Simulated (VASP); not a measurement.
# PbSe (I4mm) in VASP: single point with PBE

Aim: the single point of PbSe with PBE.

Program: VASP 6.6.1. These are calculated values, not measurements. Logs are shortened: lines on timing, memory, paths and dates and some standing lists are left out, and cuts for length are marked.

### 1 The cell of the first run

The structure is tetragonal, space group I4mm (No. 107). Conventional cell: a = 4.331 Å, b = 4.331 Å, c = 6.124 Å, α = 90.00°, β = 90.00°, γ = 90.00°. Within 3.9 Å of Pb (site symmetry 4mm) lie 6 Se at 3.00 to 3.12 Å. Se (site symmetry 4mm) has 6 Pb at 3.00 to 3.12 Å within 3.9 Å.

### 2 Single point, PBE

File INCAR:

```
PREC = Accurate ; ENCUT = 520
EDIFF = 1E-6 ; ISMEAR = 0
SIGMA = 0.03 ; LREAL = False
LASPH = True ; NELM = 100
ALGO = Normal ; ISIF = 2
LWAVE = False ; LCHARG = False
GGA = PE ; NBANDS = 17
```

File KPOINTS:

```
regular mesh
0
Gamma
  10 10 10
```

File POSCAR:

```
PbSe
1.0
    0.0000000000      3.0621500000      3.0621500000
    3.0621500000      0.0000000000      3.0621500000
    3.0621500000      3.0621500000      0.0000000000
Pb Se
1 1
Direct
    0.0000000000      0.0000000000      0.0000000000
    0.4897947521      0.4897947521      0.5102052479
```

Potentials or basis: VASP PAW PBE potentials, release 64 (Pb_d, Se).

Run with:

```sh
$ cat potpaw_PBE.64/Pb_d/POTCAR potpaw_PBE.64/Se/POTCAR > POTCAR
$ mpirun -np 1 vasp_std > vasp.out
```

OUTCAR:

```text
PREC = Accurate
   ENCUT = 520
   EDIFF = 1E-6
   ISMEAR = 0
   LREAL = False
   LASPH = True
   NELM = 100
   ISIF = 2
   GGA = PE

 ion  position               nearest neighbor table
   1  0.000  0.000  0.000-   2 3.00   2 3.06   2 3.06   2 3.06   2 3.06   2 3.12
   2  0.490  0.490  0.510-   1 3.00   1 3.06   1 3.06   1 3.06   1 3.06   1 3.12

  LATTYP: Found a face centered cubic cell.
 ALAT       =     6.1243000000

  Lattice vectors:

 A1 = (   0.0000000000,   3.0621500000,   3.0621500000)
 A2 = (   3.0621500000,   0.0000000000,   3.0621500000)
 A3 = (   3.0621500000,   3.0621500000,   0.0000000000)

Analysis of symmetry for initial positions (statically):
=====================================================================
 Subroutine PRICEL returns:
 Original cell was already a primitive cell.

 Routine SETGRP: Setting up the symmetry group for a
 face centered cubic supercell.

 Subroutine GETGRP returns: Found  8 space group operations
 (whereof  8 operations were pure point group operations)
 out of a pool of 48 trial point group operations.

The static configuration has the point symmetry C_4v.

Analysis of symmetry for dynamics (positions and initial velocities):
=====================================================================
 Subroutine PRICEL returns:
 Original cell was already a primitive cell.

 Routine SETGRP: Setting up the symmetry group for a
 face centered cubic supercell.

 Subroutine GETGRP returns: Found  8 space group operations
 (whereof  8 operations were pure point group operations)
 out of a pool of 48 trial point group operations.

The dynamic configuration has the point symmetry C_4v.

 Subroutine INISYM returns: Found  8 space group operations
 (whereof  8 operations are pure point group operations),
 and found     1 'primitive' translations

----------------------------------------------------------------------------------------

                                     Primitive cell

  volume of cell :      57.4261

  direct lattice vectors                    reciprocal lattice vectors
     0.000000000  3.062150000  3.062150000    -0.163283967  0.163283967  0.163283967
     3.062150000  0.000000000  3.062150000     0.163283967 -0.163283967  0.163283967
     3.062150000  3.062150000  0.000000000     0.163283967  0.163283967 -0.163283967

  length of vectors
     4.330534060  4.330534060  4.330534060     0.282816127  0.282816127  0.282816127

  position of ions in fractional coordinates (direct lattice)
     0.000000000  0.000000000  0.000000000
     0.489794752  0.489794752  0.510205248

  ion indices of the primitive-cell ions
   primitive index   ion index
                 1           1
                 2           2

----------------------------------------------------------------------------------------

 KPOINTS: regular mesh

Automatic generation of k-mesh.
 Grid dimensions read from file:
 generate k-points for:   10   10   10

 Generating k-lattice:

  Cartesian coordinates                     Fractional coordinates (reciprocal lattice)
    -0.016328397  0.016328397  0.016328397     0.100000000  0.000000000  0.000000000
     0.016328397 -0.016328397  0.016328397     0.000000000  0.100000000  0.000000000
     0.016328397  0.016328397 -0.016328397     0.000000000  0.000000000  0.100000000

  Length of vectors
     0.028281613  0.028281613  0.028281613

  Shift w.r.t. Gamma in fractional coordinates (k-lattice)
     0.000000000  0.000000000  0.000000000

 Subroutine IBZKPT returns following result:
 ===========================================

 Found    102 irreducible k-points:

 Following reciprocal coordinates:
            Coordinates               Weight
  0.000000  0.000000  0.000000      1.000000
  0.100000  0.000000  0.000000      8.000000
  0.200000  0.000000  0.000000      8.000000
  0.300000  0.000000  0.000000      8.000000
  0.400000  0.000000  0.000000      8.000000
  0.500000  0.000000  0.000000      4.000000
[... 16 lines left out ...]
 -0.100000  0.100000  0.000000      4.000000
  0.000000 -0.100000  0.100000      8.000000
 [... further k-points ...]
   k-points           NKPTS =    102   k-points in BZ     NKDIM =    102   number of bands    NBANDS=     17
   number of dos      NEDOS =    301   number of ions     NIONS =      2
   total plane-waves  NPLWV =  32768
   dimension x,y,z NGX =    32 NGY =   32 NGZ =   32
   dimension x,y,z NGXF=    64 NGYF=   64 NGZF=   64
   ions per type =               1   1
   NGX,Y,Z   is equivalent  to a cutoff of  12.28, 12.28, 12.28 a.u.
   NGXF,Y,Z  is equivalent  to a cutoff of  24.57, 24.57, 24.57 a.u.
 SYSTEM =  unknown system
   PREC   = accura    normal or accurate (medium, high low for compatibility)
   ISTART =      0    job   : 0-new  1-cont  2-samecut
   ICHARG =      2    charge: 1-file 2-atom 10-const
   ISPIN  =      1    spin polarized calculation?
   LNONCOLLINEAR =      F non collinear calculations
   LSORBIT =      F    spin-orbit coupling
   LASPH  =      T    aspherical Exc in radial PAW
   ENCUT  =  520.0 eV  38.22 Ry    6.18 a.u.   8.05  8.05  8.05*2*pi/ulx,y,z
   NELM   =    100;   NELMIN=  2; NELMDL= -5     # of ELM steps
   EDIFF  = 0.1E-05   stopping-criterion for ELM
   LREAL  =      F    real-space projection
   EDIFFG = 0.1E-04   stopping-criterion for IOM
   NSW    =      0    number of steps for IOM
   IBRION =     -1    ionic relax: 0-MD 1-quasi-New 2-CG
   NFREE  =      0    steps in history (QN), initial steepest desc. (CG)
   ISIF   =      2    stress and relaxation
   ISYM   =      2    0-nonsym 1-usesym 2-fastsym
   POTIM  = 0.5000    time-step for ionic-motion
   TEBEG  =    0.0;   TEEND  =   0.0 temperature during run
   PSTRESS=    0.0 pullay stress
   NELECT =      20.0000    total number of electrons
   NUPDOWN=      -1.0000    fix difference up-down
   EMIN   =  10.00;   EMAX   =-10.00  energy-range for DOS
   EFERMI =   0.00;   METHOD = LEGACY
   ISMEAR =     0;   SIGMA  =   0.03  broadening in eV -4-tet -1-fermi 0-gaus
   EFERMI_NEDOS =   21; number of points for ismear=-14 and -15
   IALGO  =     38    algorithm
   IMIX   =      4    mixing-type and parameters
     AMIX     =   0.40;   BMIX     =  1.00
     AMIX_MAG =   1.60;   BMIX_MAG =  1.00
  volume/ion in A,a.u.               =      28.71       193.77
  Fermi-wavevector in a.u.,A,eV,Ry     =   1.151812  2.176610 18.050462  1.326672
  Thomas-Fermi vector in A             =   2.288467
   LORBIT       =      0    0 simple, 1 ext, 2 COOP (PROOUT), +10 PAW based schemes
   GGA     = PE    functional components
   LHFCALC =     F    Hartree Fock is set to
   AEXX    =    0.0000 exact exchange contribution
   IVDW    =     0    specifies the selected vdW correction
   LEPSILON=     F    determine dielectric tensor
   LRPA    =     F    only Hartree local field effects (RPA)
 non-spin polarized calculation
 Gauss-broadening in eV      SIGMA  =   0.03
  energy-cutoff  :      520.00
  volume of cell :       57.43
 maximum number of plane-waves:      1572
   NGX = 17   NGY = 17   NGZ = 17

 number of electron      19.9999999 magnetization

 Free energy of the ion-electron system (eV)
  ---------------------------------------------------
  ext. energy  EPLUGINS =         0.00000000
  ---------------------------------------------------
  free energy    TOTEN  =        -8.17753535 eV

  energy without entropy =       -8.17753535  energy(sigma->0) =       -8.17753535

 E-fermi :   5.1836     XC(G=0):  -9.5223

 val. band max:        5.0253269625   @ k =   0.5000   0.0000   0.0000
 cond. band min:       5.3757573874   @ k =   0.5000   0.0000   0.0000
 fundamental gap:      0.3504304249
 Fermi energy:         5.1836069889

 k-point     1 :       0.0000    0.0000    0.0000
  band No.  band energies     occupation
      1     -11.7815      2.00000
      2     -11.7807      2.00000
      3     -11.7807      2.00000
      4     -11.7774      2.00000
      5     -11.7772      2.00000
      6      -8.5350      2.00000
[... 9 lines left out ...]
     16      11.5955      0.00000
     17      13.2296      0.00000

 k-point     2 :       0.1000    0.0000    0.0000
  band No.  band energies     occupation
      1     -11.7813      2.00000
      2     -11.7808      2.00000
      3     -11.7804      2.00000
      4     -11.7768      2.00000
      5     -11.7766      2.00000
      6      -8.4589      2.00000
[... 9 lines left out ...]
     16      11.8110      0.00000
     17      14.0180      0.00000

 k-point     3 :       0.2000    0.0000    0.0000
  band No.  band energies     occupation
      1     -11.7867      2.00000
      2     -11.7865      2.00000
      3     -11.7797      2.00000
      4     -11.7692      2.00000
      5     -11.7688      2.00000
      6      -8.2421      2.00000
[... 9 lines left out ...]
     16      12.3772      0.00000
     17      15.4631      0.00000

 k-point     4 :       0.3000    0.0000    0.0000
  band No.  band energies     occupation
      1     -11.7942      2.00000
      2     -11.7939      2.00000
      3     -11.7789      2.00000
      4     -11.7592      2.00000
      5     -11.7587      2.00000
      6      -7.9275      2.00000
[... 9 lines left out ...]
     16      13.2487      0.00000
     17      16.8337      0.00000
[... 343 lines left out ...]
      1     -11.7912      2.00000
      2     -11.7889      2.00000
      3     -11.7794      2.00000
      4     -11.7693      2.00000
      5     -11.7613      2.00000
      6      -8.0819      2.00000
[... 9 lines left out ...]
     16      13.5521      0.00000
     17      14.9737      0.00000

 k-point    23 :      -0.1000    0.1000    0.0000
  band No.  band energies     occupation
      1     -11.7838      2.00000
      2     -11.7832      2.00000
      3     -11.7802      2.00000
      4     -11.7761      2.00000
      5     -11.7702      2.00000
      6      -8.3350      2.00000
[... 9 lines left out ...]
     16      12.5786      0.00000
     17      14.0885      0.00000

 k-point    24 :       0.0000   -0.1000    0.1000
  band No.  band energies     occupation
      1     -11.7841      2.00000
      2     -11.7824      2.00000
      3     -11.7809      2.00000
      4     -11.7765      2.00000
      5     -11.7696      2.00000
      6      -8.3349      2.00000
[... 9 lines left out ...]
     16      12.5747      0.00000
     17      14.0881      0.00000

 [... further k-points ...]
[... 5 lines left out ...]
  --------------------------------------------------------------------------------------
  -------------------------------------------------------------------------------------
  Total        0.8342583      0.8342583      0.8939159      0.0000000      0.0000000      0.0000000
  in kB       23.2756465     23.2756465     24.9400804      0.0000000      0.0000000      0.0000000
  external PRESSURE =      23.8304578 kB  Pullay stress =       0.0000000 kB

 VOLUME and BASIS-vectors are now :
 -----------------------------------------------------------------------------
  energy-cutoff  :      520.00
  volume of cell :       57.43
      direct lattice vectors                 reciprocal lattice vectors
     0.000000000  3.062150000  3.062150000    -0.163283967  0.163283967  0.163283967
     3.062150000  0.000000000  3.062150000     0.163283967 -0.163283967  0.163283967
     3.062150000  3.062150000  0.000000000     0.163283967  0.163283967 -0.163283967

 POSITION                                       TOTAL-FORCE (eV/Angst)
 -----------------------------------------------------------------------------------
      0.00000      0.00000      0.00000         0.000000      0.000000     -0.043498
      3.06215      3.06215      2.99965         0.000000      0.000000      0.043498
 -----------------------------------------------------------------------------------
    total drift:                               -0.000000     -0.000000      0.000011

  FREE ENERGIE OF THE ION-ELECTRON SYSTEM (eV)
  ---------------------------------------------------
  free  energy   TOTEN  =        -8.1775353466 eV

  energy  without entropy=       -8.1775353466  energy(sigma->0) =       -8.17753535
```

Run time: 50 s. Hardware: 1 thread of Intel Xeon Platinum 8259CL at 2.50GHz (Skylake/Cascade Lake), shared host; peak memory 0.24 GiB.

Results:

| Quantity | Value |
| --- | --- |
| Free energy | -8.1775 eV |
| Pressure | 2.4 GPa |
| Largest force | 0.043 eV/Å |
| Band gap on the k mesh | 0.35 eV, direct |

Forces in eV/Å, atoms in the order of the input:
```
Pb   0.000  0.000 -0.043
Se   0.000  0.000  0.043
```

Caveat: the cell differs from its parent crystal (all Se atoms moved +0.062 Å, as atom 2 towards its neighbour atom 1 (Pb) at 3.062 Å); spin-orbit coupling is left out, which moves the levels of the heavy elements. A k mesh can miss the band edges.
